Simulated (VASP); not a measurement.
Crystal: Lu.

```
CELL_PARAMETERS angstrom
3.51000 0.00000 0.00000
-1.75500 3.03975 0.00000
0.00000 0.00000 5.56335
ATOMIC_POSITIONS crystal
Lu 0.33333 0.66667 0.75000
Lu 0.66667 0.33333 0.25000
```

```yaml
Program: VASP 6.6.1
Task: relaxation of cell and atoms
Functional: PBE
Potentials_or_basis: VASP PAW PBE potentials, release 64 (Lu)
Cutoff: 600 eV
k_mesh: 6 × 6 × 4
Occupations: gaussian, width 0.05 eV
Spin: no spin polarisation
```

At the start: pressure -0.8 GPa; volume 29.68 Å³/atom.

Question: How do energy, volume and symmetry change on relaxing?

Answer: Over 4 steps the energy falls by 5.2 meV/atom and the volume is 29.18 Å³/atom (-1.7 %); space group P6_3/mmc (No. 194, to 0.1 Å) before and after.

The path:
```
step  energy change (eV)  largest force (eV/Å)  pressure (GPa)  volume (Å³)
   1              0.0000                0.0000           -0.81        59.36
   2             -0.0098                0.0000            0.23        58.07
   3             -0.0098                0.0000            0.28        58.02
   4             -0.0103                0.0000           -0.03        58.37
```

Final structure:
```cif
data_structure
_symmetry_space_group_name_H-M 'P 1'
_symmetry_Int_Tables_number 1
_cell_length_a 3.5219
_cell_length_b 3.5219
_cell_length_c 5.4336
_cell_angle_alpha 90.000
_cell_angle_beta 90.000
_cell_angle_gamma 120.000
_cell_volume 58.37
loop_
_atom_site_label
_atom_site_type_symbol
_atom_site_fract_x
_atom_site_fract_y
_atom_site_fract_z
_atom_site_occupancy
Lu1 Lu 0.33333 0.66667 0.75000 1
Lu2 Lu 0.66667 0.33333 0.25000 1
```
